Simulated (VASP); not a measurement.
Crystal: Ta.

```
Ta
1.0
    -1.65336    1.65336    1.65336
     1.65336   -1.65336    1.65336
     1.65336    1.65336   -1.65336
Ta
1
Direct
  0.00000 0.00000 0.00000
```

Program: VASP 6.6.1. Alike in all runs: task single point; level r2SCAN; potentials or basis VASP PAW PBE potentials, release 64 (Ta_pv); no spin polarisation; cell as given; k mesh 13 × 13 × 13; cutoff (eV) 520.

Order these runs on this cell by their pressure, lowest first.
A. smearing gaussian 0.03 eV
B. smearing fermi-dirac 0.6 eV
C. smearing gaussian 1 eV
D. smearing fermi-dirac 1 eV

A (0.6 GPa), C (2.7 GPa), B (5.3 GPa), D (12.9 GPa).

Caveats: the PAW data sets were made with another functional, which shifts forces and pressure a little; so wide a smearing shifts energies and pressures (at least some runs); the cell stands under pressure (at least some runs).
